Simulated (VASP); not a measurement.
# TiB2 (TiB2 (P6/mmm)) (P6/mmm) in VASP: further runs

The runs below take TiB2 (TiB2 (P6/mmm)) through single point, relaxation of cell and atoms, with PBE.

Everything below comes from runs of VASP 6.6.1. Logs are shortened: lines on timing, memory, paths and dates and some standing lists are left out, and cuts for length are marked.

**1. The cell of the first run**

The structure is hexagonal, space group P6/mmm (No. 191). Conventional cell: a = 3.032 Å, b = 3.032 Å, c = 3.224 Å, α = 90.00°, β = 90.00°, γ = 120.00°. Within 3.1 Å of Ti (site symmetry 6/mmm) lie 12 B at 2.38 Å and 6 Ti at 3.03 Å. Within 2.3 Å of B (site symmetry -6m2) lie 3 B at 1.75 Å.

**2. Single point, PBE**

File INCAR:

```
PREC = Accurate
ENCUT = 520
EDIFF = 1E-6
ISMEAR = 1
SIGMA = 0.1
LREAL = False
LASPH = True
NELM = 60
ALGO = Normal
ISIF = 2
LWAVE = False
LCHARG = False
GGA = PE
NBANDS = 16
```

File KPOINTS:

```
Automatic mesh
0
Gamma
  15 15 12
```

File POSCAR:

```
TiB2
1.0
    3.0317523581      0.0000000289      0.0000000000
   -1.5158762041      2.6255745456      0.0000000000
    0.0000000000      0.0000000000      3.2241800803
Ti B
1 2
Direct
    0.0000000000      0.0000000000      0.0000000000
    0.3333333333      0.6666666667      0.5000000000
    0.6666666667      0.3333333333      0.5000000000
```

Potentials or basis: VASP PAW PBE potentials, release 64 (Ti_sv, B).

Launch:

```console
cat potpaw_PBE.64/Ti_sv/POTCAR potpaw_PBE.64/B/POTCAR > POTCAR
mpirun -np 1 vasp_std > vasp.out
```

OUTCAR:

```text
PREC = Accurate
   ENCUT = 520
   EDIFF = 1E-6
   ISMEAR = 1
   LREAL = False
   LASPH = True
   NELM = 60
   ISIF = 2
   GGA = PE

 ion  position               nearest neighbor table
   1  0.000  0.000  0.000-   2 2.38   3 2.38   2 2.38   3 2.38   2 2.38   2 2.38   3 2.38   3 2.38
                             3 2.38   3 2.38   2 2.38   2 2.38
   2  0.333  0.667  0.500-   3 1.75   3 1.75   3 1.75   1 2.38   1 2.38   1 2.38   1 2.38   1 2.38
                             1 2.38
   3  0.667  0.333  0.500-   2 1.75   2 1.75   2 1.75   1 2.38   1 2.38   1 2.38   1 2.38   1 2.38
                             1 2.38

  LATTYP: Found a hexagonal cell.
 ALAT       =     3.0317523581
 C/A-ratio  =     1.0634707916

  Lattice vectors:

 A1 = (   3.0317523581,   0.0000000289,   0.0000000000)
 A2 = (  -1.5158762041,   2.6255745456,   0.0000000000)
 A3 = (   0.0000000000,   0.0000000000,   3.2241800803)

Analysis of symmetry for initial positions (statically):
=====================================================================
 Subroutine PRICEL returns:
 Original cell was already a primitive cell.

 Routine SETGRP: Setting up the symmetry group for a
 hexagonal supercell.

 Subroutine GETGRP returns: Found 24 space group operations
 (whereof 24 operations were pure point group operations)
 out of a pool of 24 trial point group operations.

The static configuration has the point symmetry D_6h.

Analysis of symmetry for dynamics (positions and initial velocities):
=====================================================================
 Subroutine PRICEL returns:
 Original cell was already a primitive cell.

 Routine SETGRP: Setting up the symmetry group for a
 hexagonal supercell.

 Subroutine GETGRP returns: Found 24 space group operations
 (whereof 24 operations were pure point group operations)
 out of a pool of 24 trial point group operations.

The dynamic configuration has the point symmetry D_6h.

 Subroutine INISYM returns: Found 24 space group operations
 (whereof 24 operations are pure point group operations),
 and found     1 'primitive' translations

----------------------------------------------------------------------------------------

                                     Primitive cell

  volume of cell :      25.6648

  direct lattice vectors                    reciprocal lattice vectors
     3.031752358  0.000000029  0.000000000     0.329842242  0.190434511  0.000000000
    -1.515876204  2.625574546  0.000000000    -0.000000004  0.380869016  0.000000000
[... 91 lines left out ...]
   IBRION =     -1    ionic relax: 0-MD 1-quasi-New 2-CG
   NFREE  =      0    steps in history (QN), initial steepest desc. (CG)
   ISIF   =      2    stress and relaxation
   ISYM   =      2    0-nonsym 1-usesym 2-fastsym
   POTIM  = 0.5000    time-step for ionic-motion
   TEBEG  =    0.0;   TEEND  =   0.0 temperature during run
   PSTRESS=    0.0 pullay stress
   NELECT =      18.0000    total number of electrons
   NUPDOWN=      -1.0000    fix difference up-down
   EMIN   =  10.00;   EMAX   =-10.00  energy-range for DOS
   EFERMI =   0.00;   METHOD = LEGACY
   ISMEAR =     1;   SIGMA  =   0.10  broadening in eV -4-tet -1-fermi 0-gaus
   EFERMI_NEDOS =   21; number of points for ismear=-14 and -15
   IALGO  =     38    algorithm
   IMIX   =      4    mixing-type and parameters
     AMIX     =   0.40;   BMIX     =  1.00
     AMIX_MAG =   1.60;   BMIX_MAG =  1.00
  volume/ion in A,a.u.               =       8.55        57.73
  Fermi-wavevector in a.u.,A,eV,Ry     =   1.454521  2.748645 28.784896  2.115630
  Thomas-Fermi vector in A             =   2.571662
   LORBIT       =      0    0 simple, 1 ext, 2 COOP (PROOUT), +10 PAW based schemes
   GGA     = PE    functional components
   LHFCALC =     F    Hartree Fock is set to
   AEXX    =    0.0000 exact exchange contribution
   IVDW    =     0    specifies the selected vdW correction
   LEPSILON=     F    determine dielectric tensor
   LRPA    =     F    only Hartree local field effects (RPA)
 non-spin polarized calculation
 Methfessel and Paxton  Order N= 1 SIGMA  =   0.10
  energy-cutoff  :      520.00
  volume of cell :       25.66
 maximum number of plane-waves:       719
 NGX is ok and might be reduce to    24
   NGX = 11   NGY = 11   NGZ = 11

 number of electron      18.0000001 magnetization

 Free energy of the ion-electron system (eV)
  ---------------------------------------------------
  ext. energy  EPLUGINS =         0.00000000
  ---------------------------------------------------
  free energy    TOTEN  =       -24.42879385 eV

  energy without entropy =      -24.42886637  energy(sigma->0) =      -24.42881803

 E-fermi :  10.0272     XC(G=0): -12.7674

 val. band max:       10.0145006818   @ k =   0.0667   0.0000   0.2500
 cond. band min:      10.0346333949   @ k =   0.0667   0.0667   0.3333
 fundamental gap:      0.0201327130
 Fermi energy:        10.0271737430

 k-point     1 :       0.0000    0.0000    0.0000
  band No.  band energies     occupation
      1     -46.9606      2.00000
      2     -23.3121      2.00000
      3     -22.9987      2.00000
      4     -22.9987      2.00000
      5      -3.5081      2.00000
      6       7.3808      2.00000
[... 433 lines left out ...]
      3     -23.2382      2.00000
      4     -23.1796      2.00000
      5       1.0801      2.00000
      6       1.1975      2.00000
[... 8 lines left out ...]
     15      18.7823      0.00000
     16      19.9013      0.00000

 [... further k-points ...]

------------------------ aborting loop because EDIFF is reached ----------------------------------------

  FORCE on cell =-STRESS in cart. coord.  units (eV):
  Direction    XX          YY          ZZ          XY          YZ          ZX
  --------------------------------------------------------------------------------------
  -------------------------------------------------------------------------------------
  Total        0.0396289      0.0396289      0.0433100     -0.0000000      0.0000000      0.0000000
  in kB        2.4739156      2.4739156      2.7037168     -0.0000000      0.0000000      0.0000000
  external PRESSURE =       2.5505160 kB  Pullay stress =       0.0000000 kB

 VOLUME and BASIS-vectors are now :
 -----------------------------------------------------------------------------
  energy-cutoff  :      520.00
  volume of cell :       25.66
      direct lattice vectors                 reciprocal lattice vectors
     3.031752358  0.000000029  0.000000000     0.329842242  0.190434511  0.000000000
    -1.515876204  2.625574546  0.000000000    -0.000000004  0.380869016  0.000000000
     0.000000000  0.000000000  3.224180080     0.000000000  0.000000000  0.310156373

 POSITION                                       TOTAL-FORCE (eV/Angst)
 -----------------------------------------------------------------------------------
      0.00000      0.00000      0.00000        -0.000000      0.000000      0.000000
     -0.00000      1.75038      1.61209         0.000000     -0.000000      0.000000
      1.51588      0.87519      1.61209        -0.000000      0.000000      0.000000
 -----------------------------------------------------------------------------------
    total drift:                               -0.000000      0.000000      0.000000

  FREE ENERGIE OF THE ION-ELECTRON SYSTEM (eV)
  ---------------------------------------------------
  free  energy   TOTEN  =       -24.4287938540 eV

  energy  without entropy=      -24.4288663738  energy(sigma->0) =      -24.42881803
```

stdout:

```text
POSCAR found type information on POSCAR TiB
 POSCAR found :  2 types and       3 ions
 scaLAPACK will be used
 LDA part: xc-table for (Slater+PW92), standard interpolation
 POSCAR, INCAR and KPOINTS ok, starting setup
 FFT: planning ... GRIDC
 FFT: planning ... GRID_SOFT
 FFT: planning ... GRID
 WAVECAR not read
 entering main loop
```

Run time: 2.8 min. Hardware: 1 thread of AMD EPYC 7R13, shared host; peak memory 0.17 GiB.

What came out:

* Free energy: -24.4288 eV
* Pressure: 0.3 GPa
* Band gap on the k mesh: zero (band 9 reaches 10.39 eV, above the bottom of band 10 at 9.80 eV)

**3. Relaxation of cell and atoms, PBE**

This run uses another cell than the first one, of 8.53 Å³/atom, 0.998 times its volume.

File INCAR:

```
SYSTEM = TiB2
PREC     = Accurate       ! precision mode
ENCUT    = 600            ! plane-wave cutoff, eV
EDIFF    = 1E-7           ! SCF threshold, eV
ISMEAR   = 1              ! smearing method
SIGMA    = 0.1            ! smearing width, eV
LREAL    = .False.        ! projectors in reciprocal space
LASPH    = .True.         ! aspherical terms in the spheres
NELM     = 100            ! most SCF steps
ALGO     = Normal         ! electronic algorithm
ISIF     = 3              ! what is computed and relaxed
LWAVE    = .False.        ! write WAVECAR
LCHARG   = .False.        ! write CHGCAR
GGA      = PE             ! functional
IBRION   = 2              ! ionic algorithm
NSW      = 80             ! ionic steps
EDIFFG   = -0.005         ! ionic threshold
```

File KPOINTS:

```
Automatic mesh
0
Gamma
  15 15 12
  0 0 0
```

File POSCAR:

```
TiB2
1.0
    3.0259273000      0.0000000000      0.0000000000
   -1.5129637000      2.6205299000      0.0000000000
    0.0000000000      0.0000000000      3.2287677000
Ti B
1 2
Direct
    0.0000000000      0.0000000000      0.0000000000
    0.3333333300      0.6666666700      0.5000000000
    0.6666666700      0.3333333300      0.5000000000
```

Potentials or basis: VASP PAW PBE potentials, release 64 (Ti_sv, B).

Launch:

```console
cat potpaw_PBE.64/Ti_sv/POTCAR potpaw_PBE.64/B/POTCAR > POTCAR
mpirun -np 1 vasp_std > vasp.out
```

OUTCAR:

```text
SYSTEM = TiB2
   PREC = Accurate
   ENCUT = 600
   EDIFF = 1E-7
   ISMEAR = 1
   LREAL = .False.
   LASPH = .True.
   NELM = 100
   ISIF = 3
   GGA = PE
   IBRION = 2
   NSW = 80
   EDIFFG = -0.005

 ion  position               nearest neighbor table
   1  0.000  0.000  0.000-   3 2.38   3 2.38   2 2.38   2 2.38   2 2.38   3 2.38   2 2.38   3 2.38
                             3 2.38   3 2.38   2 2.38   2 2.38
   2  0.333  0.667  0.500-   3 1.75   3 1.75   3 1.75   1 2.38   1 2.38   1 2.38   1 2.38   1 2.38
                             1 2.38
   3  0.667  0.333  0.500-   2 1.75   2 1.75   2 1.75   1 2.38   1 2.38   1 2.38   1 2.38   1 2.38
                             1 2.38

  LATTYP: Found a hexagonal cell.
 ALAT       =     3.0259273000
 C/A-ratio  =     1.0670341287

  Lattice vectors:

 A1 = (   3.0259273000,   0.0000000000,   0.0000000000)
 A2 = (  -1.5129637000,   2.6205299000,   0.0000000000)
[... 233 lines left out ...]
      7       7.3351      2.00000
      8       7.6448      2.00000
      9       7.8474      2.00000
     10      11.8166     -0.00000
     11      11.8166     -0.00000
     12      13.5836      0.00000
     13      13.5836      0.00000
[... 478 lines left out ...]
--------------------------------------- Ionic step        5  -------------------------------------------

 number of electron      18.0000002 magnetization

 Free energy of the ion-electron system (eV)
  ---------------------------------------------------
  ext. energy  EPLUGINS =         0.00000000
  ---------------------------------------------------
  free energy    TOTEN  =       -24.43063901 eV

  energy without entropy =      -24.43071469  energy(sigma->0) =      -24.43066424

 E-fermi :  10.0178     XC(G=0): -12.7634

 val. band max:       10.0048574450   @ k =   0.0667   0.0000   0.2500
 cond. band min:      10.0255881851   @ k =   0.0667   0.0667   0.3333
 fundamental gap:      0.0207307401
 Fermi energy:        10.0178268517

 k-point     1 :       0.0000    0.0000    0.0000
  band No.  band energies     occupation
      1     -46.9718      2.00000
      2     -23.3239      2.00000
      3     -23.0107      2.00000
      4     -23.0107      2.00000
      5      -3.5120      2.00000
      6       7.3743      2.00000
      7       7.3743      2.00000
      8       7.6809      2.00000
      9       7.8804      2.00000
     10      11.8722     -0.00000
     11      11.8722     -0.00000
     12      13.6435      0.00000
     13      13.6435      0.00000
[... 398 lines left out ...]
  FREE ENERGIE OF THE ION-ELECTRON SYSTEM (eV)
  ---------------------------------------------------
  free  energy   TOTEN  =       -24.4306390136 eV

  energy  without entropy=      -24.4307146856  energy(sigma->0) =      -24.43066424

 reached required accuracy - stopping structural energy minimisation
```

OSZICAR:

```text
N       E                     dE             d eps       ncg     rms          rms(c)
DAV:   1     0.138139912340E+03    0.13814E+03   -0.10251E+04  4914   0.175E+03
DAV:   2    -0.186126381880E+02   -0.15675E+03   -0.15251E+03  5014   0.417E+02
[... 41 lines left out ...]
DAV:   1    -0.244307636075E+02   -0.16109E-03   -0.55486E-03  5369   0.123E+00    0.104E-01
DAV:   2    -0.244306671070E+02    0.96501E-04   -0.53150E-04  4974   0.330E-01    0.405E-02
DAV:   3    -0.244306401527E+02    0.26954E-04   -0.56478E-05  7655   0.705E-02    0.175E-02
DAV:   4    -0.244306372202E+02    0.29325E-05   -0.21192E-05  7331   0.454E-02    0.765E-03
DAV:   5    -0.244306393573E+02   -0.21371E-05   -0.36606E-06  5184   0.251E-02    0.494E-03
DAV:   6    -0.244306390388E+02    0.31847E-06   -0.70238E-07  6198   0.100E-02    0.598E-04
DAV:   7    -0.244306390136E+02    0.25229E-07   -0.58385E-08  2987   0.265E-03
   5 F= -.24430639E+02 E0= -.24430664E+02  d E =-.365122E-04
```

Run time: 7.9 min. Hardware: 1 thread of AMD EPYC 7R13, shared host; peak memory 0.19 GiB.

Results:

| Property | Result |
| --- | --- |
| Free energy | -24.4306 eV |
| Relaxed volume | 8.56 Å³/atom |
| Relaxed cell | a = 3.032 Å, b = 3.032 Å, c = 3.225 Å, α = 90.00°, β = 90.00°, γ = 120.00° |
| Space group after relaxing (to 0.05 Å) | P6/mmm (No. 191) |
| Energy gained by relaxing | 0.2 meV/atom |
| Ionic steps | 5 |
| Pressure after relaxing | 0.0 GPa |
| Band gap on the k mesh | zero (band 9 reaches 10.38 eV, above the bottom of band 10 at 9.79 eV) |

Step by step:
```
step  energy change (eV)  largest force (eV/Å)  pressure (GPa)  volume (Å³)
   1              0.0000                0.0000            0.95        25.60
   2             -0.0001                0.0000           -1.07        25.79
   3             -0.0004                0.0000           -0.12        25.70
   4             -0.0004                0.0000           -0.15        25.70
   5             -0.0005                0.0000           -0.01        25.69
```

Final structure:
```
Ti B
1.0
     3.03244    0.00000    0.00000
    -1.51622    2.62617    0.00000
     0.00000    0.00000    3.22530
Ti B
1 2
Direct
  0.00000 0.00000 0.00000
  0.33333 0.66667 0.50000
  0.66667 0.33333 0.50000
```
